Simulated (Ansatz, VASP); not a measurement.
One calculation of GaF, two programs

The input POSCAR:

```
GaF
1.0
    0.0000000000      2.8462400000      2.8462400000
    2.8462400000      0.0000000000      2.8462400000
    2.8462400000      2.8462400000      0.0000000000
Ga F
1 1
Direct
    0.2500000000      0.2500000000      0.2500000000
    0.0000000000      0.0000000000      0.0000000000
```

File INCAR.step1:

```
PREC     = Accurate       # precision mode
ENCUT    = 600            # plane-wave cutoff, eV
EDIFF    = 1E-5           # SCF threshold, eV
ISMEAR   = -1             # smearing method
SIGMA    = 0.05           # smearing width, eV
LREAL    = F              # projectors in reciprocal space
LASPH    = T              # aspherical terms in the spheres
NELM     = 80             # most SCF steps
ALGO     = Normal         # electronic algorithm
LWAVE    = T              # write WAVECAR
LCHARG   = F              # write CHGCAR
GGA      = PE             # functional
NBANDS   = 17             # bands
```

INCAR.step2

```
PREC     = Accurate       # precision mode
ENCUT    = 600            # plane-wave cutoff, eV
EDIFF    = 1E-6           # SCF threshold, eV
ISMEAR   = -1             # smearing method
SIGMA    = 0.05           # smearing width, eV
LREAL    = F              # projectors in reciprocal space
LASPH    = T              # aspherical terms in the spheres
NELM     = 80             # most SCF steps
ALGO     = Normal         # electronic algorithm
ISIF     = 3              # what is computed and relaxed
LWAVE    = F              # write WAVECAR
LCHARG   = F              # write CHGCAR
GGA      = B3             # functional
LHFCALC  = T              # exact exchange
AEXX     = 0.2            # exact-exchange fraction
AGGAX    = 0.72         
AGGAC    = 0.81         
ALDAC    = 0.19         
PRECFOCK = Normal       
IBRION   = 2              # ionic algorithm
NSW      = 60             # ionic steps
EDIFFG   = -0.01          # ionic threshold
ISTART   = 1
```

KPOINTS

```
Automatic mesh
0
Gamma
  4 4 4
```

input

```
crystal:
  lattice:
    - [0.0, 2.84624, 2.84624]
    - [2.84624, 0.0, 2.84624]
    - [2.84624, 2.84624, 0.0]
  atoms:
    - { symbol: Ga, position: [0.25, 0.25, 0.25] }
    - { symbol: F, position: [0.0, 0.0, 0.0] }
hamiltonian:
  xc: b3lyp
  pseudopotentials: { kind: paw }
kpoints:
  mp_grid: { grid: [4, 4, 4] }
scf:
  occupations: { method: fermi_dirac, width: 0.05 }
output:
  forces: true
  stress: true
  eigenvalues: true
relax:
  f_tol: 0.01
  max_steps: 40
  cell: { stress_tol: 0.05 }
```

Alike in both runs: task relaxation of cell and atoms; functional B3LYP; k mesh 4 × 4 × 4; occupations fermi-dirac, width 0.05 eV; no spin polarisation.

|  | VASP | Ansatz |
| --- | --- | --- |
| version | VASP 6.6.1 | Ansatz 0.2.0 |
| potentials or method | VASP PAW PBE potentials, release 64 (Ga_d, F) | Ansatz PAW |
| plane-wave cutoff (eV) | 600 | 420 |
| valence electrons in the cell | 20 | 20 |

Ansatz gave:

```
gap on the k mesh at the Fermi level, each at its own relaxed structure (eV) : 3.84
relaxed volume (Å³/atom)                                                     : 23.81
relaxed cell length with the largest relative difference (Å)                 : 4.069
```

Question: Which values does VASP return?

Answer: gap on the k mesh at the Fermi level, each at its own relaxed structure (eV): 3.81; relaxed volume (Å³/atom): 23.63; relaxed cell length with the largest relative difference (Å): 4.058.

VASP's potentials were made for PBE, not for B3LYP.

The k mesh is coarse, so the values compare programs but aren't converged. Noted on Ansatz's run: the plane-wave basis is chosen anew once the cell has moved, so the energies of steps on either side of that aren't comparable.
